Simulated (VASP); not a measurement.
# SnO3 (Pm-3m) in VASP: further runs

Runs on SnO3. Level: PBE. Tasks: single point, relaxation of cell and atoms.

Everything below comes from runs of VASP 6.6.1. Logs are shortened: lines on timing, memory, paths and dates and some standing lists are left out, and cuts for length are marked.

### Step 1. The cell of the first run

Symmetry: Pm-3m, No. 221, cubic system. The conventional cell has a = 3.427 Å, b = 3.427 Å, c = 3.427 Å, α = 90.00°, β = 90.00°, γ = 90.00°. Sn (site symmetry m-3m) has 12 O at 2.42 Å within 3.2 Å. Within 3.2 Å of O (site symmetry 4/mmm) lie 4 Sn at 2.42 Å and 8 O at 2.42 Å.

### Step 2. Single point, PBE

File INCAR:

```
SYSTEM = SnO3
  PREC = Accurate
  ENCUT = 520
  EDIFF = 1E-6
  ISMEAR = 0
  SIGMA = 0.1
  LREAL = .False.
  LASPH = .True.
  NELM = 60
  ALGO = Normal
  ISIF = 2
  LWAVE = .False.
  LCHARG = .False.
  GGA = PE
  NBANDS = 24
```

File KPOINTS:

```
Automatic mesh
0
Gamma
  14 14 14
  0 0 0
```

File POSCAR:

```
SnO3
1.0
    3.4265077494      0.0000000000      0.0000000000
    0.0000000000      3.4265077494      0.0000000000
    0.0000000000      0.0000000000      3.4265077494
Sn O
1 3
Direct
    0.0000000000      0.0000000000      0.0000000000
    0.0000000000      0.5000000000      0.5000000000
    0.5000000000      0.0000000000      0.5000000000
    0.5000000000      0.5000000000      0.0000000000
```

Potentials or basis: VASP PAW PBE potentials, release 64 (Sn_d, O).

Command:

```sh
cat potpaw_PBE.64/Sn_d/POTCAR potpaw_PBE.64/O/POTCAR > POTCAR
mpirun -np 1 vasp_std > vasp.out
```

OUTCAR:

```text
SYSTEM = SnO3
   PREC = Accurate
   ENCUT = 520
   EDIFF = 1E-6
   ISMEAR = 0
   LREAL = .False.
   LASPH = .True.
   NELM = 60
   ISIF = 2
   GGA = PE

 ion  position               nearest neighbor table
   1  0.000  0.000  0.000-   2 2.42   3 2.42   4 2.42   2 2.42   3 2.42   2 2.42   4 2.42   2 2.42
                             3 2.42   4 2.42   3 2.42   4 2.42
   2  0.000  0.500  0.500-   1 2.42   1 2.42   1 2.42   1 2.42
   3  0.500  0.000  0.500-   1 2.42   1 2.42   1 2.42   1 2.42
   4  0.500  0.500  0.000-   1 2.42   1 2.42   1 2.42   1 2.42

  LATTYP: Found a simple cubic cell.
 ALAT       =     3.4265077494

  Lattice vectors:

 A1 = (   3.4265077494,   0.0000000000,   0.0000000000)
 A2 = (   0.0000000000,   3.4265077494,   0.0000000000)
 A3 = (   0.0000000000,   0.0000000000,   3.4265077494)

Analysis of symmetry for initial positions (statically):
=====================================================================
 Subroutine PRICEL returns:
 Original cell was already a primitive cell.

 Routine SETGRP: Setting up the symmetry group for a
 simple cubic supercell.

 Subroutine GETGRP returns: Found 48 space group operations
 (whereof 48 operations were pure point group operations)
 out of a pool of 48 trial point group operations.

The static configuration has the point symmetry O_h .

Analysis of symmetry for dynamics (positions and initial velocities):
=====================================================================
 Subroutine PRICEL returns:
 Original cell was already a primitive cell.

 Routine SETGRP: Setting up the symmetry group for a
 simple cubic supercell.

 Subroutine GETGRP returns: Found 48 space group operations
 (whereof 48 operations were pure point group operations)
 out of a pool of 48 trial point group operations.

The dynamic configuration has the point symmetry O_h .

 Subroutine INISYM returns: Found 48 space group operations
 (whereof 48 operations are pure point group operations),
 and found     1 'primitive' translations

----------------------------------------------------------------------------------------

                                     Primitive cell

  volume of cell :      40.2305

  direct lattice vectors                    reciprocal lattice vectors
     3.426507749  0.000000000  0.000000000     0.291842328  0.000000000  0.000000000
     0.000000000  3.426507749  0.000000000     0.000000000  0.291842328  0.000000000
     0.000000000  0.000000000  3.426507749     0.000000000  0.000000000  0.291842328

  length of vectors
     3.426507749  3.426507749  3.426507749     0.291842328  0.291842328  0.291842328

  position of ions in fractional coordinates (direct lattice)
     0.000000000  0.000000000  0.000000000
     0.000000000  0.500000000  0.500000000
     0.500000000  0.000000000  0.500000000
     0.500000000  0.500000000  0.000000000

  ion indices of the primitive-cell ions
   primitive index   ion index
                 1           1
                 2           2
                 3           3
                 4           4

----------------------------------------------------------------------------------------

 KPOINTS: Automatic mesh

Automatic generation of k-mesh.
 Grid dimensions read from file:
 generate k-points for:   14   14   14

 Generating k-lattice:

  Cartesian coordinates                     Fractional coordinates (reciprocal lattice)
     0.020845881  0.000000000  0.000000000     0.071428571  0.000000000  0.000000000
     0.000000000  0.020845881  0.000000000     0.000000000  0.071428571  0.000000000
     0.000000000  0.000000000  0.020845881     0.000000000  0.000000000  0.071428571

  Length of vectors
     0.020845881  0.020845881  0.020845881

  Shift w.r.t. Gamma in fractional coordinates (k-lattice)
     0.000000000  0.000000000  0.000000000

 Subroutine IBZKPT returns following result:
 ===========================================

 Found    120 irreducible k-points:

 Following reciprocal coordinates:
            Coordinates               Weight
  0.000000  0.000000  0.000000      1.000000
  0.071429  0.000000  0.000000      6.000000
  0.142857  0.000000  0.000000      6.000000
  0.214286  0.000000  0.000000      6.000000
  0.285714  0.000000  0.000000      6.000000
  0.357143  0.000000  0.000000      6.000000
[... 16 lines left out ...]
  0.285714  0.214286  0.000000     24.000000
  0.357143  0.214286  0.000000     24.000000
 [... further k-points ...]
   k-points           NKPTS =    120   k-points in BZ     NKDIM =    120   number of bands    NBANDS=     24
   number of dos      NEDOS =    301   number of ions     NIONS =      4
   total plane-waves  NPLWV =  21952
   dimension x,y,z NGX =    28 NGY =   28 NGZ =   28
   dimension x,y,z NGXF=    56 NGYF=   56 NGZF=   56
   ions per type =               1   3
   NGX,Y,Z   is equivalent  to a cutoff of  13.58, 13.58, 13.58 a.u.
   NGXF,Y,Z  is equivalent  to a cutoff of  27.17, 27.17, 27.17 a.u.
 SYSTEM =  SnO3
   PREC   = accura    normal or accurate (medium, high low for compatibility)
   ISTART =      0    job   : 0-new  1-cont  2-samecut
   ICHARG =      2    charge: 1-file 2-atom 10-const
   ISPIN  =      1    spin polarized calculation?
   LNONCOLLINEAR =      F non collinear calculations
   LSORBIT =      F    spin-orbit coupling
   LASPH  =      T    aspherical Exc in radial PAW
   ENCUT  =  520.0 eV  38.22 Ry    6.18 a.u.   6.37  6.37  6.37*2*pi/ulx,y,z
   NELM   =     60;   NELMIN=  2; NELMDL= -5     # of ELM steps
   EDIFF  = 0.1E-05   stopping-criterion for ELM
   LREAL  =      F    real-space projection
   EDIFFG = 0.1E-04   stopping-criterion for IOM
   NSW    =      0    number of steps for IOM
   IBRION =     -1    ionic relax: 0-MD 1-quasi-New 2-CG
   NFREE  =      0    steps in history (QN), initial steepest desc. (CG)
   ISIF   =      2    stress and relaxation
   ISYM   =      2    0-nonsym 1-usesym 2-fastsym
   POTIM  = 0.5000    time-step for ionic-motion
   TEBEG  =    0.0;   TEEND  =   0.0 temperature during run
   PSTRESS=    0.0 pullay stress
   NELECT =      32.0000    total number of electrons
   NUPDOWN=      -1.0000    fix difference up-down
   EMIN   =  10.00;   EMAX   =-10.00  energy-range for DOS
   EFERMI =   0.00;   METHOD = LEGACY
   ISMEAR =     0;   SIGMA  =   0.10  broadening in eV -4-tet -1-fermi 0-gaus
   EFERMI_NEDOS =   21; number of points for ismear=-14 and -15
   IALGO  =     38    algorithm
   IMIX   =      4    mixing-type and parameters
     AMIX     =   0.40;   BMIX     =  1.00
     AMIX_MAG =   1.60;   BMIX_MAG =  1.00
  volume/ion in A,a.u.               =      10.06        67.87
  Fermi-wavevector in a.u.,A,eV,Ry     =   1.516840  2.866412 31.304333  2.300804
  Thomas-Fermi vector in A             =   2.626176
   LORBIT       =      0    0 simple, 1 ext, 2 COOP (PROOUT), +10 PAW based schemes
   GGA     = PE    functional components
   LHFCALC =     F    Hartree Fock is set to
   AEXX    =    0.0000 exact exchange contribution
   IVDW    =     0    specifies the selected vdW correction
   LEPSILON=     F    determine dielectric tensor
   LRPA    =     F    only Hartree local field effects (RPA)
 non-spin polarized calculation
 Gauss-broadening in eV      SIGMA  =   0.10
  energy-cutoff  :      520.00
  volume of cell :       40.23
 maximum number of plane-waves:      1108
 NGX is ok and might be reduce to    28
   NGX = 13   NGY = 13   NGZ = 13

 number of electron      31.9999971 magnetization

 Free energy of the ion-electron system (eV)
  ---------------------------------------------------
  ext. energy  EPLUGINS =         0.00000000
  ---------------------------------------------------
  free energy    TOTEN  =       -17.54230949 eV

  energy without entropy =      -17.51058841  energy(sigma->0) =      -17.52644895

 E-fermi :   7.2189     XC(G=0): -12.2609

 val. band max:        7.2162136043   @ k =   0.5000   0.4286   0.2143
 cond. band min:       7.2230420814   @ k =   0.3571   0.1429   0.1429
 fundamental gap:      0.0068284771
 Fermi energy:         7.2189465089

 k-point     1 :       0.0000    0.0000    0.0000
  band No.  band energies     occupation
      1     -14.2361      2.00000
      2     -14.2361      2.00000
      3     -13.9928      2.00000
      4     -13.9928      2.00000
      5     -13.9928      2.00000
      6     -12.7414      2.00000
[... 16 lines left out ...]
     23      18.3784      0.00000
     24      21.8488      0.00000

 k-point     2 :       0.0714    0.0000    0.0000
  band No.  band energies     occupation
      1     -14.2323      2.00000
      2     -14.2298      2.00000
      3     -13.9960      2.00000
      4     -13.9960      2.00000
      5     -13.9926      2.00000
      6     -12.7022      2.00000
[... 16 lines left out ...]
     23      19.3163      0.00000
     24      21.9493      0.00000

 k-point     3 :       0.1429    0.0000    0.0000
  band No.  band energies     occupation
      1     -14.2218      2.00000
      2     -14.2126      2.00000
      3     -14.0048      2.00000
      4     -14.0048      2.00000
      5     -13.9922      2.00000
      6     -12.5853      2.00000
[... 16 lines left out ...]
     23      20.3529      0.00000
     24      22.2381      0.00000

 k-point     4 :       0.2143    0.0000    0.0000
  band No.  band energies     occupation
      1     -14.2065      2.00000
      2     -14.1883      2.00000
      3     -14.0176      2.00000
      4     -14.0176      2.00000
      5     -13.9915      2.00000
      6     -12.3942      2.00000
[... 16 lines left out ...]
     23      21.3910      0.00000
     24      22.6808      0.00000

 k-point     5 :       0.2857    0.0000    0.0000
  band No.  band energies     occupation
      1     -14.1893      2.00000
      2     -14.1623      2.00000
      3     -14.0318      2.00000
      4     -14.0318      2.00000
      5     -13.9908      2.00000
      6     -12.1370      2.00000
[... 451 lines left out ...]
 k-point    22 :       0.2143    0.2143    0.0000
  band No.  band energies     occupation
      1     -14.1773      2.00000
      2     -14.1415      2.00000
      3     -14.0749      2.00000
      4     -14.0168      2.00000
      5     -14.0149      2.00000
      6     -12.0409      2.00000
[... 16 lines left out ...]
     23      22.8318      0.00000
     24      23.3952      0.00000

 k-point    23 :       0.2857    0.2143    0.0000
  band No.  band energies     occupation
      1     -14.1643      2.00000
      2     -14.1126      2.00000
      3     -14.1038      2.00000
      4     -14.0297      2.00000
      5     -14.0148      2.00000
      6     -11.7863      2.00000
[... 16 lines left out ...]
     23      23.5607      0.00000
     24      23.9157      0.00000

 k-point    24 :       0.3571    0.2143    0.0000
  band No.  band energies     occupation
      1     -14.1560      2.00000
      2     -14.1256      2.00000
      3     -14.0865      2.00000
      4     -14.0421      2.00000
      5     -14.0139      2.00000
      6     -11.4863      2.00000
[... 16 lines left out ...]
     23      24.0473      0.00000
     24      24.6856      0.00000

 [... further k-points ...]
[... 5 lines left out ...]
  --------------------------------------------------------------------------------------
  -------------------------------------------------------------------------------------
  Total        0.0345719      0.0345719      0.0345719     -0.0000000     -0.0000000      0.0000000
  in kB        1.3768262      1.3768262      1.3768262     -0.0000000     -0.0000000      0.0000000
  external PRESSURE =       1.3768262 kB  Pullay stress =       0.0000000 kB

 VOLUME and BASIS-vectors are now :
 -----------------------------------------------------------------------------
  energy-cutoff  :      520.00
  volume of cell :       40.23
      direct lattice vectors                 reciprocal lattice vectors
     3.426507749  0.000000000  0.000000000     0.291842328  0.000000000  0.000000000
     0.000000000  3.426507749  0.000000000     0.000000000  0.291842328  0.000000000
     0.000000000  0.000000000  3.426507749     0.000000000  0.000000000  0.291842328

 POSITION                                       TOTAL-FORCE (eV/Angst)
 -----------------------------------------------------------------------------------
      0.00000      0.00000      0.00000         0.000000      0.000000      0.000000
      0.00000      1.71325      1.71325         0.000000      0.000000      0.000000
      1.71325      0.00000      1.71325         0.000000      0.000000      0.000000
      1.71325      1.71325      0.00000         0.000000      0.000000      0.000000
 -----------------------------------------------------------------------------------
    total drift:                                0.000000      0.000000      0.000000

  FREE ENERGIE OF THE ION-ELECTRON SYSTEM (eV)
  ---------------------------------------------------
  free  energy   TOTEN  =       -17.5423094887 eV

  energy  without entropy=      -17.5105884069  energy(sigma->0) =      -17.52644895
```

It took 90 s on 1 thread of Intel Xeon 6975P-C, shared host; peak memory 0.23 GiB.

Results:

```
Free energy            : -17.5423 eV
Pressure               : 0.1 GPa
Band gap on the k mesh : zero (band 16 reaches 7.50 eV, above the bottom of band 17 at 7.09 eV)
```

Caveat: spin-orbit coupling is left out, which moves the levels of the heavy elements.

### Step 3. Relaxation of cell and atoms, PBE

File INCAR:

```
SYSTEM = SnO3
ALGO = Normal
EDIFF = 1E-6
EDIFFG = -0.01
ENCUT = 600
GGA = PE
IBRION = 2
ISIF = 3
ISMEAR = 0
LASPH = .True.
LCHARG = .False.
LREAL = .False.
LWAVE = .False.
NELM = 100
NSW = 100
PREC = Accurate
SIGMA = 0.1
```

File KPOINTS:

```
k-points
0
Gamma
  14 14 14
  0 0 0
```

File POSCAR:

```
SnO3
1.0
    3.4275555479      0.0000000000      0.0000000000
    0.0000000000      3.4275555479      0.0000000000
    0.0000000000      0.0000000000      3.4275555479
Sn O
1 3
Direct
    0.0000000000      0.0000000000      0.0000000000
    0.0000000000      0.5000000000      0.5000000000
    0.5000000000      0.0000000000      0.5000000000
    0.5000000000      0.5000000000      0.0000000000
```

Potentials or basis: VASP PAW PBE potentials, release 64 (Sn_d, O).

Command:

```sh
cat potpaw_PBE.64/Sn_d/POTCAR potpaw_PBE.64/O/POTCAR > POTCAR
mpirun -np 1 vasp_std > vasp.out
```

OUTCAR:

```text
SYSTEM = SnO3
   EDIFF = 1E-6
   EDIFFG = -0.01
   ENCUT = 600
   GGA = PE
   IBRION = 2
   ISIF = 3
   ISMEAR = 0
   LASPH = .True.
   LREAL = .False.
   NELM = 100
   NSW = 100
   PREC = Accurate

 ion  position               nearest neighbor table
   1  0.000  0.000  0.000-   2 2.42   3 2.42   4 2.42   2 2.42   3 2.42   2 2.42   4 2.42   2 2.42
                             3 2.42   4 2.42   3 2.42   4 2.42
   2  0.000  0.500  0.500-   1 2.42   1 2.42   1 2.42   1 2.42
   3  0.500  0.000  0.500-   1 2.42   1 2.42   1 2.42   1 2.42
   4  0.500  0.500  0.000-   1 2.42   1 2.42   1 2.42   1 2.42

  LATTYP: Found a simple cubic cell.
 ALAT       =     3.4275555479

  Lattice vectors:

 A1 = (   3.4275555479,   0.0000000000,   0.0000000000)
 A2 = (   0.0000000000,   3.4275555479,   0.0000000000)
 A3 = (   0.0000000000,   0.0000000000,   3.4275555479)

Analysis of symmetry for initial positions (statically):
=====================================================================
 Subroutine PRICEL returns:
 Original cell was already a primitive cell.
[... 170 lines left out ...]
  ext. energy  EPLUGINS =         0.00000000
  ---------------------------------------------------
  free energy    TOTEN  =       -17.54585646 eV

  energy without entropy =      -17.51409413  energy(sigma->0) =      -17.52997530

 E-fermi :   7.2038     XC(G=0): -12.2554

 val. band max:        7.2010504505   @ k =   0.5000   0.4286   0.2143
 cond. band min:       7.2079469854   @ k =   0.3571   0.1429   0.1429
 fundamental gap:      0.0068965350
 Fermi energy:         7.2038255534

 k-point     1 :       0.0000    0.0000    0.0000
  band No.  band energies     occupation
      1     -14.2492      2.00000
      2     -14.2492      2.00000
      3     -14.0068      2.00000
      4     -14.0068      2.00000
      5     -14.0068      2.00000
      6     -12.7473      2.00000
[... 541 lines left out ...]
     19      13.4724      0.00000
     20      15.4236      0.00000

 [... further k-points ...]
[... 5 lines left out ...]
  --------------------------------------------------------------------------------------
  -------------------------------------------------------------------------------------
  Total       -0.0366058     -0.0366058     -0.0366058     -0.0000000      0.0000000     -0.0000000
  in kB       -1.4564874     -1.4564874     -1.4564874     -0.0000000      0.0000000     -0.0000000
  external PRESSURE =      -1.4564874 kB  Pullay stress =       0.0000000 kB

 VOLUME and BASIS-vectors are now :
 -----------------------------------------------------------------------------
  energy-cutoff  :      600.00
  volume of cell :       40.27
      direct lattice vectors                 reciprocal lattice vectors
     3.427555548  0.000000000  0.000000000     0.291753113  0.000000000  0.000000000
     0.000000000  3.427555548  0.000000000     0.000000000  0.291753113  0.000000000
     0.000000000  0.000000000  3.427555548     0.000000000  0.000000000  0.291753113

 POSITION                                       TOTAL-FORCE (eV/Angst)
 -----------------------------------------------------------------------------------
      0.00000      0.00000      0.00000         0.000000      0.000000      0.000000
      0.00000      1.71378      1.71378         0.000000      0.000000      0.000000
      1.71378      0.00000      1.71378         0.000000      0.000000      0.000000
      1.71378      1.71378      0.00000         0.000000      0.000000      0.000000
 -----------------------------------------------------------------------------------
    total drift:                               -0.000000      0.000000      0.000000

  FREE ENERGIE OF THE ION-ELECTRON SYSTEM (eV)
  ---------------------------------------------------
  free  energy   TOTEN  =       -17.5458564560 eV

  energy  without entropy=      -17.5140941347  energy(sigma->0) =      -17.52997530

 reached required accuracy - stopping structural energy minimisation
```

OSZICAR:

```text
N       E                     dE             d eps       ncg     rms          rms(c)
DAV:   1     0.361677510507E+03    0.36168E+03   -0.18071E+04  5068   0.264E+03
DAV:   2     0.196554994155E+02   -0.34202E+03   -0.32770E+03  5468   0.629E+02
DAV:   3    -0.183684867376E+02   -0.38024E+02   -0.35615E+02  5452   0.172E+02
DAV:   4    -0.198888965778E+02   -0.15204E+01   -0.14791E+01  5208   0.351E+01
DAV:   5    -0.199354816891E+02   -0.46585E-01   -0.46394E-01  6632   0.621E+00    0.906E+00
DAV:   6    -0.175905490214E+02    0.23449E+01   -0.75126E+00  6996   0.674E+01    0.318E+00
DAV:   7    -0.175677216363E+02    0.22827E-01   -0.50277E-01  5324   0.573E+00    0.156E+00
DAV:   8    -0.175467293744E+02    0.20992E-01   -0.62000E-02  6168   0.246E+00    0.256E-01
DAV:   9    -0.175457780578E+02    0.95132E-03   -0.52130E-03  7204   0.878E-01    0.948E-02
DAV:  10    -0.175458433867E+02   -0.65329E-04   -0.82479E-04  6748   0.428E-01    0.375E-02
DAV:  11    -0.175458627079E+02   -0.19321E-04   -0.13273E-04  7336   0.151E-01    0.173E-02
DAV:  12    -0.175458567291E+02    0.59788E-05   -0.16033E-05  6332   0.410E-02    0.461E-03
DAV:  13    -0.175458564560E+02    0.27311E-06   -0.88409E-07  3492   0.905E-03
   1 F= -.17545856E+02 E0= -.17529975E+02  d E =-.175459E+02
```

It took 80 s on 1 thread of Intel Xeon 6975P-C, shared host; peak memory 0.24 GiB.

What came out:

```
Free energy             : -17.5459 eV
Pressure after relaxing : -0.1 GPa
Band gap on the k mesh  : zero (band 16 reaches 7.48 eV, above the bottom of band 17 at 7.08 eV)
```

Final structure:
```
Sn O
1.0
     3.42756    0.00000    0.00000
     0.00000    3.42756    0.00000
     0.00000    0.00000    3.42756
Sn O
1 3
Cartesian
  0.0000 0.0000 0.0000
  0.0000 1.7138 1.7138
  1.7138 0.0000 1.7138
  1.7138 1.7138 0.0000
```

Caveat: the relaxation stopped at its first step, so nothing moved; spin-orbit coupling is left out, which moves the levels of the heavy elements.
